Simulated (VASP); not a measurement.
## CsNiN: single point with PBE+U

Crystal: CsNiN.

```
Cs Ni N
1.0
     5.53697    0.00000    0.00000
    -2.76848    4.79515    0.00000
     0.00000    0.00000    3.44666
Cs Ni N
1 1 1
Direct
  0.66667 0.33333 0.50000
  0.33333 0.66667 0.00000
  0.33333 0.66667 0.50000
```

```json
{
  "Program": "VASP 6.6.1",
  "Task": "single point",
  "Functional": "PBE",
  "Potentials or basis": "VASP PAW PBE potentials, release 64 (Cs_sv, Ni, N)",
  "Cutoff": "600 eV",
  "k mesh": "7 × 7 × 10",
  "Occupations": "fermi-dirac, width 0.1 eV",
  "Spin": "collinear spin, ferromagnetic start",
  "Starting moments": "[0.0, 1.0, 0.0] μB",
  "Hubbard terms": "Ni d U = 2.0 eV",
  "Dipole correction": "no",
  "Further INCAR settings": "ALGO = Normal; EDIFF = 1e-06; NBANDS = 23"
}
```

```
Pressure                                              : -0.6 GPa
Band gap on the k mesh                                : zero (filled and empty bands overlap)
Net moment                                            : 0.00 μB per cell
Valence electrons inside the program's atomic spheres : Cs 6.59; Ni 9.63; N 3.60
```

Stress tensor (GPa, compression positive):
```
-0.04  0.00  0.00
 0.00 -0.04  0.00
 0.00  0.00 -1.74
```

Levels at points of the mesh, in eV from the Fermi level:
Spin up:
```csv
k point,band 10,band 11,band 12,band 13,band 14,band 15
"(0.00, 0.00, 0.00)",-1.88,-1.88,-1.48,-1.48,1.95,3.37
"(0.00, 0.00, 0.50)",-1.54,-0.89,1.37,1.37,3.02,3.02
```
Spin down:
| k point | band 10 | band 11 | band 12 | band 13 | band 14 | band 15 |
| --- | --- | --- | --- | --- | --- | --- |
| (0.00, 0.00, 0.00) | -1.88 | -1.88 | -1.48 | -1.48 | 1.95 | 3.37 |
| (0.00, 0.00, 0.50) | -1.54 | -0.89 | 1.37 | 1.37 | 3.02 | 3.02 |

Eigenvalues of the final occupation matrices:
```tsv
site	spin	trace	eigenvalues
site 2 d	1	4.22	0.74 0.74 0.86 0.94 0.94
site 2 d	2	4.22	0.74 0.74 0.86 0.94 0.94
```

Wall time 2.3 min on 1 thread of Intel(R) Xeon(R) 6975P-C (Granite Rapids) (shared host), peak memory 0.42 GiB.

Caveat: the moments typed at the start vanished in this run; spin-orbit coupling is left out, which moves the levels of the heavy elements. The state reached can hang on the start; a lower one may exist.
